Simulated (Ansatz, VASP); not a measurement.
**Two plane-wave programs on LiH**

```
Li H
1.0
     0.00000    2.11380    2.03250
     2.03250    0.00000    2.03250
     2.03250    2.11380    0.00000
Li H
1 1
Direct
  0.00000 0.00000 0.00000
  0.50000 0.50000 0.50000
```

Change from the starting cell: strain +0.0400 x Voigt [0, 1, 0, 0, 0, 0], atoms carried along.

Alike in both runs: task single point; functional r2SCAN; k mesh 10 × 10 × 10; occupations gaussian, width 0.05 eV; no spin polarisation.

|  | VASP | Ansatz |
| --- | --- | --- |
| version | VASP 6.6.1 | Ansatz 0.2.0 |
| potentials or method | VASP PAW PBE potentials, release 64 (Li_sv, H), cutoff 520 eV | scalar-relativistic, plane waves, PAW |
| valence electrons in the cell | 4 | 4 |

Ansatz gave:

- gap on the k mesh at the Fermi level (eV): 3.25
- least direct gap on the mesh (eV): 3.55

Problem. Which values does VASP return?

Solution. gap on the k mesh at the Fermi level (eV): 3.20; least direct gap on the mesh (eV): 3.49.

VASP's potentials were made for PBE, not for r2SCAN.

Noted on VASP's run: the cutoff is under 1.25 times that of the potentials, so the pressure is a little rough.
